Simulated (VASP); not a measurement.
# TiH3 (Im-3m) in VASP: a series of runs

The runs below take TiH3 through single point, relaxation of cell and atoms, with PBE.

Program: VASP 6.6.1. These are calculated values, not measurements. Logs are shortened: lines on timing, memory, paths and dates and some standing lists are left out, and cuts for length are marked.

## (1) The cell of the first run

The structure is cubic, space group Im-3m (No. 229). The conventional cell has a = 3.718 Å, b = 3.718 Å, c = 3.718 Å, α = 90.00°, β = 90.00°, γ = 90.00°. Within 2.5 Å of Ti (site symmetry m-3m) lie 6 H at 1.86 Å. H (site symmetry 4/mmm) has 2 Ti at 1.86 Å and 4 H at 1.86 Å within 2.5 Å.

## (2) Single point, PBE

Input file INCAR:

```
PREC     = Accurate       # precision mode
ENCUT    = 520            # plane-wave cutoff, eV
EDIFF    = 1E-6           # SCF threshold, eV
ISMEAR   = 0              # smearing method
SIGMA    = 0.1            # smearing width, eV
LREAL    = False          # projectors in reciprocal space
LASPH    = True           # aspherical terms in the spheres
NELM     = 100            # most SCF steps
ALGO     = Normal         # electronic algorithm
ISIF     = 2              # what is computed and relaxed
LWAVE    = False          # write WAVECAR
LCHARG   = False          # write CHGCAR
GGA      = PE             # functional
NBANDS   = 16             # bands
```

Input file KPOINTS:

```
regular mesh
0
Gamma
  18 18 18
```

Input file POSCAR:

```
TiH3
1.0
   -1.8592377561      1.8592377561      1.8592377561
    1.8592377561     -1.8592377561      1.8592377561
    1.8592377561      1.8592377561     -1.8592377561
Ti H
1 3
Direct
    0.0000000000      0.0000000000      0.0000000000
    0.0000000000      0.5000000000      0.5000000000
    0.5000000000      0.0000000000      0.5000000000
    0.5000000000      0.5000000000      0.0000000000
```

Potentials or basis: VASP PAW PBE potentials, release 64 (Ti_sv, H).

Command:

```sh
cat potpaw_PBE.64/Ti_sv/POTCAR potpaw_PBE.64/H/POTCAR > POTCAR
mpirun -np 1 vasp_std > vasp.out
```

OUTCAR:

```text
PREC = Accurate
   ENCUT = 520
   EDIFF = 1E-6
   ISMEAR = 0
   LREAL = False
   LASPH = True
   NELM = 100
   ISIF = 2
   GGA = PE

 ion  position               nearest neighbor table
   1  0.000  0.000  0.000-   2 1.86   3 1.86   4 1.86   2 1.86   3 1.86   4 1.86
   2  0.000  0.500  0.500-   1 1.86   1 1.86
   3  0.500  0.000  0.500-   1 1.86   1 1.86
   4  0.500  0.500  0.000-   1 1.86   1 1.86

  LATTYP: Found a body centered cubic cell.
 ALAT       =     3.7184755122

  Lattice vectors:

 A1 = (  -1.8592377561,   1.8592377561,   1.8592377561)
 A2 = (   1.8592377561,  -1.8592377561,   1.8592377561)
 A3 = (   1.8592377561,   1.8592377561,  -1.8592377561)

Analysis of symmetry for initial positions (statically):
=====================================================================
 Subroutine PRICEL returns:
 Original cell was already a primitive cell.

 Routine SETGRP: Setting up the symmetry group for a
 body centered cubic supercell.

 Subroutine GETGRP returns: Found 48 space group operations
 (whereof 48 operations were pure point group operations)
 out of a pool of 48 trial point group operations.

The static configuration has the point symmetry O_h .

Analysis of symmetry for dynamics (positions and initial velocities):
=====================================================================
 Subroutine PRICEL returns:
 Original cell was already a primitive cell.

 Routine SETGRP: Setting up the symmetry group for a
 body centered cubic supercell.

 Subroutine GETGRP returns: Found 48 space group operations
 (whereof 48 operations were pure point group operations)
 out of a pool of 48 trial point group operations.

The dynamic configuration has the point symmetry O_h .

 Subroutine INISYM returns: Found 48 space group operations
 (whereof 48 operations are pure point group operations),
 and found     1 'primitive' translations

----------------------------------------------------------------------------------------

                                     Primitive cell

  volume of cell :      25.7078

  direct lattice vectors                    reciprocal lattice vectors
    -1.859237756  1.859237756  1.859237756     0.000000000  0.268927413  0.268927413
     1.859237756 -1.859237756  1.859237756     0.268927413  0.000000000  0.268927413
     1.859237756  1.859237756 -1.859237756     0.268927413  0.268927413  0.000000000

  length of vectors
     3.220294257  3.220294257  3.220294257     0.380320795  0.380320795  0.380320795

  position of ions in fractional coordinates (direct lattice)
     0.000000000  0.000000000  0.000000000
     0.000000000  0.500000000  0.500000000
     0.500000000  0.000000000  0.500000000
     0.500000000  0.500000000  0.000000000

  ion indices of the primitive-cell ions
   primitive index   ion index
                 1           1
                 2           2
                 3           3
                 4           4

----------------------------------------------------------------------------------------

 KPOINTS: regular mesh

Automatic generation of k-mesh.
 Grid dimensions read from file:
 generate k-points for:   18   18   18

 Generating k-lattice:

  Cartesian coordinates                     Fractional coordinates (reciprocal lattice)
     0.000000000  0.014940412  0.014940412     0.055555556  0.000000000  0.000000000
     0.014940412  0.000000000  0.014940412     0.000000000  0.055555556  0.000000000
     0.014940412  0.014940412  0.000000000     0.000000000  0.000000000  0.055555556

  Length of vectors
     0.021128933  0.021128933  0.021128933

  Shift w.r.t. Gamma in fractional coordinates (k-lattice)
     0.000000000  0.000000000  0.000000000

 Subroutine IBZKPT returns following result:
 ===========================================

 Found    195 irreducible k-points:

 Following reciprocal coordinates:
            Coordinates               Weight
  0.000000  0.000000  0.000000      1.000000
  0.055556  0.000000  0.000000     12.000000
  0.111111  0.000000  0.000000     12.000000
  0.166667  0.000000  0.000000     12.000000
  0.222222  0.000000  0.000000     12.000000
  0.277778  0.000000  0.000000     12.000000
[... 16 lines left out ...]
  0.333333  0.111111  0.000000     48.000000
  0.388889  0.111111  0.000000     48.000000
 [... further k-points ...]
   k-points           NKPTS =    195   k-points in BZ     NKDIM =    195   number of bands    NBANDS=     16
   number of dos      NEDOS =    301   number of ions     NIONS =      4
   total plane-waves  NPLWV =  13824
   dimension x,y,z NGX =    24 NGY =   24 NGZ =   24
   dimension x,y,z NGXF=    48 NGYF=   48 NGZF=   48
   ions per type =               1   3
   NGX,Y,Z   is equivalent  to a cutoff of  12.39, 12.39, 12.39 a.u.
   NGXF,Y,Z  is equivalent  to a cutoff of  24.78, 24.78, 24.78 a.u.
 SYSTEM =  unknown system
   PREC   = accura    normal or accurate (medium, high low for compatibility)
   ISTART =      0    job   : 0-new  1-cont  2-samecut
   ICHARG =      2    charge: 1-file 2-atom 10-const
   ISPIN  =      1    spin polarized calculation?
   LNONCOLLINEAR =      F non collinear calculations
   LSORBIT =      F    spin-orbit coupling
   LASPH  =      T    aspherical Exc in radial PAW
   ENCUT  =  520.0 eV  38.22 Ry    6.18 a.u.   5.99  5.99  5.99*2*pi/ulx,y,z
   NELM   =    100;   NELMIN=  2; NELMDL= -5     # of ELM steps
   EDIFF  = 0.1E-05   stopping-criterion for ELM
   LREAL  =      F    real-space projection
   EDIFFG = 0.1E-04   stopping-criterion for IOM
   NSW    =      0    number of steps for IOM
   IBRION =     -1    ionic relax: 0-MD 1-quasi-New 2-CG
   NFREE  =      0    steps in history (QN), initial steepest desc. (CG)
   ISIF   =      2    stress and relaxation
   ISYM   =      2    0-nonsym 1-usesym 2-fastsym
   POTIM  = 0.5000    time-step for ionic-motion
   TEBEG  =    0.0;   TEEND  =   0.0 temperature during run
   PSTRESS=    0.0 pullay stress
   NELECT =      15.0000    total number of electrons
   NUPDOWN=      -1.0000    fix difference up-down
   EMIN   =  10.00;   EMAX   =-10.00  energy-range for DOS
   EFERMI =   0.00;   METHOD = LEGACY
   ISMEAR =     0;   SIGMA  =   0.10  broadening in eV -4-tet -1-fermi 0-gaus
   EFERMI_NEDOS =   21; number of points for ismear=-14 and -15
   IALGO  =     38    algorithm
   IMIX   =      4    mixing-type and parameters
     AMIX     =   0.40;   BMIX     =  1.00
     AMIX_MAG =   1.60;   BMIX_MAG =  1.00
  volume/ion in A,a.u.               =       6.43        43.37
  Fermi-wavevector in a.u.,A,eV,Ry     =   1.367992  2.585131 25.461983  1.871403
  Thomas-Fermi vector in A             =   2.493996
   LORBIT       =      0    0 simple, 1 ext, 2 COOP (PROOUT), +10 PAW based schemes
   GGA     = PE    functional components
   LHFCALC =     F    Hartree Fock is set to
   AEXX    =    0.0000 exact exchange contribution
   IVDW    =     0    specifies the selected vdW correction
   LEPSILON=     F    determine dielectric tensor
   LRPA    =     F    only Hartree local field effects (RPA)
 non-spin polarized calculation
 Gauss-broadening in eV      SIGMA  =   0.10
  energy-cutoff  :      520.00
  volume of cell :       25.71
 maximum number of plane-waves:       712
   NGX = 11   NGY = 11   NGZ = 11

 number of electron      14.9999999 magnetization

 Free energy of the ion-electron system (eV)
  ---------------------------------------------------
  ext. energy  EPLUGINS =         0.00000000
  ---------------------------------------------------
  free energy    TOTEN  =       -16.67485911 eV

  energy without entropy =      -16.66122432  energy(sigma->0) =      -16.66804172

 E-fermi :   6.9123     XC(G=0): -11.2985

 val. band max:        6.9051573190   @ k =  -0.0556   0.0556   0.0556
 cond. band min:       6.9169407263   @ k =  -0.2778   0.2778   0.2778
 fundamental gap:      0.0117834072
 Fermi energy:         6.9123067036

 k-point     1 :       0.0000    0.0000    0.0000
  band No.  band energies     occupation
      1     -50.4814      2.00000
      2     -26.6560      2.00000
      3     -26.6560      2.00000
      4     -26.6560      2.00000
      5      -4.3034      2.00000
      6       4.7386      2.00000
[... 8 lines left out ...]
     15      17.6550      0.00000
     16      22.7656      0.00000

 k-point     2 :       0.0556    0.0000    0.0000
  band No.  band energies     occupation
      1     -50.4805      2.00000
      2     -26.6631      2.00000
      3     -26.6580      2.00000
      4     -26.6564      2.00000
      5      -4.2330      2.00000
      6       4.6652      2.00000
[... 8 lines left out ...]
     15      17.9552      0.00000
     16      21.9535      0.00000

 k-point     3 :       0.1111    0.0000    0.0000
  band No.  band energies     occupation
      1     -50.4780      2.00000
      2     -26.6835      2.00000
      3     -26.6638      2.00000
      4     -26.6577      2.00000
      5      -4.0241      2.00000
      6       4.4352      2.00000
[... 8 lines left out ...]
     15      18.7004      0.00000
     16      20.7241      0.00000

 k-point     4 :       0.1667    0.0000    0.0000
  band No.  band energies     occupation
      1     -50.4740      2.00000
      2     -26.7147      2.00000
      3     -26.6726      2.00000
      4     -26.6598      2.00000
      5      -3.6841      2.00000
      6       4.0446      2.00000
[... 8 lines left out ...]
     15      19.3565      0.00000
     16      19.9245      0.00000
[... 324 lines left out ...]
 k-point    22 :       0.2778    0.1111    0.0000
  band No.  band energies     occupation
      1     -50.4580      2.00000
      2     -26.8289      2.00000
      3     -26.7121      2.00000
      4     -26.6753      2.00000
      5      -1.8466      2.00000
      6       2.2787      2.00000
[... 8 lines left out ...]
     15      19.9862      0.00000
     16      20.7143      0.00000

 k-point    23 :       0.3333    0.1111    0.0000
  band No.  band energies     occupation
      1     -50.4543      2.00000
      2     -26.8544      2.00000
      3     -26.7228      2.00000
      4     -26.6775      2.00000
      5      -1.1578      2.00000
      6       1.6463      2.00000
[... 8 lines left out ...]
     15      19.9149      0.00000
     16      20.4565      0.00000

 k-point    24 :       0.3889    0.1111    0.0000
  band No.  band energies     occupation
      1     -50.4519      2.00000
      2     -26.8709      2.00000
      3     -26.7298      2.00000
      4     -26.6790      2.00000
      5      -0.4421      2.00000
      6       0.9815      2.00000
[... 8 lines left out ...]
     15      19.7437      0.00000
     16      20.3356      0.00000

 [... further k-points ...]

------------------------ aborting loop because EDIFF is reached ----------------------------------------

  FORCE on cell =-STRESS in cart. coord.  units (eV):
  Direction    XX          YY          ZZ          XY          YZ          ZX
  --------------------------------------------------------------------------------------
  -------------------------------------------------------------------------------------
  Total       -0.0099043     -0.0099043     -0.0099043     -0.0000000     -0.0000000      0.0000000
  in kB       -0.6172646     -0.6172646     -0.6172646     -0.0000000     -0.0000000      0.0000000
  external PRESSURE =      -0.6172646 kB  Pullay stress =       0.0000000 kB

 VOLUME and BASIS-vectors are now :
 -----------------------------------------------------------------------------
  energy-cutoff  :      520.00
  volume of cell :       25.71
      direct lattice vectors                 reciprocal lattice vectors
    -1.859237756  1.859237756  1.859237756     0.000000000  0.268927413  0.268927413
     1.859237756 -1.859237756  1.859237756     0.268927413  0.000000000  0.268927413
     1.859237756  1.859237756 -1.859237756     0.268927413  0.268927413  0.000000000

 POSITION                                       TOTAL-FORCE (eV/Angst)
 -----------------------------------------------------------------------------------
      0.00000      0.00000      0.00000         0.000000     -0.000000      0.000000
      1.85924      0.00000      0.00000        -0.000000      0.000000     -0.000000
      0.00000      1.85924      0.00000        -0.000000      0.000000      0.000000
      0.00000      0.00000      1.85924         0.000000      0.000000     -0.000000
 -----------------------------------------------------------------------------------
    total drift:                               -0.000000      0.000000      0.000000

  FREE ENERGIE OF THE ION-ELECTRON SYSTEM (eV)
  ---------------------------------------------------
  free  energy   TOTEN  =       -16.6748591089 eV

  energy  without entropy=      -16.6612243247  energy(sigma->0) =      -16.66804172
```

Wall time 48 s (1 thread of Intel Xeon Platinum 8124M at 3.00GHz (Skylake/Cascade Lake), shared host); peak memory 0.2 GiB.

What came out:

```yaml
Free_energy: -16.6749 eV
Pressure: -0.1 GPa
```

## (3) Relaxation of cell and atoms, PBE

Input file INCAR:

```
SYSTEM = TiH3
  ALGO = Normal
  EDIFF = 1E-6
  EDIFFG = -0.01
  ENCUT = 600
  GGA = PE
  IBRION = 2
  ISIF = 3
  ISMEAR = 0
  LASPH = .TRUE.
  LCHARG = .FALSE.
  LREAL = .FALSE.
  LWAVE = .FALSE.
  NELM = 100
  NSW = 100
  PREC = Accurate
  SIGMA = 0.1
```

Input file KPOINTS:

```
k-points
0
G
  18 18 18
  0 0 0
```

Input file POSCAR:

```
TiH3
1.0
   -1.8602141326      1.8602141326      1.8602141326
    1.8602141326     -1.8602141326      1.8602141326
    1.8602141326      1.8602141326     -1.8602141326
Ti H
1 3
Direct
    0.0000000000      0.0000000000      0.0000000000
    0.0000000000      0.5000000000      0.5000000000
    0.5000000000      0.0000000000      0.5000000000
    0.5000000000      0.5000000000      0.0000000000
```

Potentials or basis: VASP PAW PBE potentials, release 64 (Ti_sv, H).

Command:

```sh
cat potpaw_PBE.64/Ti_sv/POTCAR potpaw_PBE.64/H/POTCAR > POTCAR
mpirun -np 1 vasp_std > vasp.out
```

It took 57 s on 1 thread of Intel Xeon Platinum 8124M at 3.00GHz (Skylake/Cascade Lake), shared host; peak memory 0.22 GiB.

Results (log left out):

```yaml
Free_energy: -16.6765 eV
Pressure_after_relaxing: -0.1 GPa
```

Final structure:
```
Ti H
1.0
    -1.86021    1.86021    1.86021
     1.86021   -1.86021    1.86021
     1.86021    1.86021   -1.86021
Ti H
1 3
Direct
  0.00000 0.00000 0.00000
  0.00000 0.50000 0.50000
  0.50000 0.00000 0.50000
  0.50000 0.50000 0.00000
```

Levels at points of the mesh, in eV from the Fermi level:
```tsv
k point	band 5	band 6	band 7	band 8	band 9	band 10
(0.00, 0.00, 0.00)	-11.20	-2.17	-2.17	0.03	0.03	0.03
(0.50, 0.00, 0.00)	-6.76	-6.72	-1.16	0.08	0.43	0.95
(0.50, 0.50, 0.50)	-7.19	-7.19	1.71	1.95	1.95	1.95
```

Caveat: the relaxation stopped at its first step, so nothing moved.

## (4) Single point, PBE

Input file INCAR:

```
SYSTEM = TiH3
PREC     = Accurate       ! precision mode
ENCUT    = 520            ! plane-wave cutoff, eV
EDIFF    = 1E-6           ! SCF threshold, eV
ISMEAR   = 0              ! smearing method
SIGMA    = 0.1            ! smearing width, eV
LREAL    = .False.        ! projectors in reciprocal space
LASPH    = .True.         ! aspherical terms in the spheres
NELM     = 100            ! most SCF steps
ALGO     = Normal         ! electronic algorithm
ISIF     = 2              ! what is computed and relaxed
LWAVE    = .False.        ! write WAVECAR
LCHARG   = .True.         ! write CHGCAR
GGA      = PE             ! functional
LELF     = .True.         ! ELF
LVHAR    = .True.       
NBANDS   = 16             ! bands
```

Input file KPOINTS:

```
regular mesh
0
Gamma
  18 18 18
  0 0 0
```

Input file POSCAR:

```
TiH3
1.0
   -1.8592377561      1.8592377561      1.8592377561
    1.8592377561     -1.8592377561      1.8592377561
    1.8592377561      1.8592377561     -1.8592377561
Ti H
1 3
Direct
    0.0000000000      0.0000000000      0.0000000000
    0.0000000000      0.5000000000      0.5000000000
    0.5000000000      0.0000000000      0.5000000000
    0.5000000000      0.5000000000      0.0000000000
```

Command:

```sh
cat potpaw_PBE.64/Ti_sv/POTCAR potpaw_PBE.64/H/POTCAR > POTCAR
mpirun -np 1 vasp_std > vasp.out
```

Wall time 47 s (1 thread of Intel Xeon Platinum 8124M at 3.00GHz (Skylake/Cascade Lake), shared host); peak memory 0.2 GiB.

The run converged. Its results:

```yaml
Free_energy: -16.6749 eV
Pressure: -0.1 GPa
```

Levels at points of the mesh, in eV from the Fermi level:
| k point | band 4 | band 5 | band 6 | band 7 | band 8 | band 9 | band 10 | band 11 |
| --- | --- | --- | --- | --- | --- | --- | --- | --- |
| (0.00, 0.00, 0.00) | -33.57 | -11.22 | -2.17 | -2.17 | 0.03 | 0.03 | 0.03 | 7.18 |
| (0.50, 0.00, 0.00) | -33.58 | -6.77 | -6.73 | -1.16 | 0.09 | 0.43 | 0.95 | 2.19 |
| (0.50, 0.50, 0.50) | -33.71 | -7.20 | -7.20 | 1.71 | 1.96 | 1.96 | 1.96 | 3.17 |

## (5) Single point, PBE

Input file INCAR:

```
  PREC = Accurate
  ENCUT = 520
  EDIFF = 1E-6
  ISMEAR = 0
  SIGMA = 0.1
  LREAL = F
  LASPH = T
  NELM = 60
  ALGO = Normal
  ISIF = 2
  LWAVE = F
  LCHARG = F
  GGA = PE
  NBANDS = 16
```

Input file KPOINTS:

```
regular mesh
0
Gamma
  6 6 6
```

Input file POSCAR:

```
TiH3
1.0
   -1.8602141326      1.8602141326      1.8602141326
    1.8602141326     -1.8602141326      1.8602141326
    1.8602141326      1.8602141326     -1.8602141326
Ti H
1 3
Direct
    0.0000000000      0.0000000000      0.0000000000
    0.0000000000      0.5000000000      0.5000000000
    0.5000000000      0.0000000000      0.5000000000
    0.5000000000      0.5000000000      0.0000000000
```

Command:

```sh
cat potpaw_PBE.64/Ti_sv/POTCAR potpaw_PBE.64/H/POTCAR > POTCAR
mpirun -np 1 vasp_std > vasp.out
```

Wall time 10 s (1 thread of AMD EPYC 7R43 (Zen 3), shared host); peak memory 0.1 GiB.

The run converged. Its results:

| Item | Value |
| --- | --- |
| Free energy | -16.6746 eV |
| Pressure | -0.2 GPa |

Levels at points of the mesh, in eV from the Fermi level:
| k point | band 5 | band 6 | band 7 | band 8 | band 9 | band 10 |
| --- | --- | --- | --- | --- | --- | --- |
| (0.00, 0.00, 0.00) | -11.27 | -2.22 | -2.22 | -0.01 | -0.01 | -0.01 |
| (0.50, 0.00, 0.00) | -6.82 | -6.78 | -1.20 | 0.02 | 0.38 | 0.91 |
| (0.50, 0.50, 0.50) | -7.25 | -7.25 | 1.64 | 1.92 | 1.92 | 1.92 |

Caveat: the k points lie up to 0.40 Å⁻¹ apart.

## (6) Overview

```csv
task,cell,k mesh,cutoff (eV),gap on the mesh (eV),pressure (GPa)
single point,"a = 3.220 Å, angles 109.5°, 4 atoms",18 × 18 × 18,520,none,-0.1
relaxation of cell and atoms,"relaxed from a = 3.222 Å, angles 109.5°, 4 atoms",18 × 18 × 18,600,none,-0.1
single point,"a = 3.222 Å, angles 109.5°, 4 atoms",6 × 6 × 6,520,none,-0.2
```

Alike in all rows: level PBE; potentials or basis VASP PAW PBE potentials, release 64 (Ti_sv, H); no spin polarisation; smearing gaussian 0.1 eV.

Caveats: some runs use coarse meshes; the relaxation stopped at its first step, so nothing moved (some runs).

Total energies depend on the potentials used, so only differences within one code and one set of settings carry meaning.
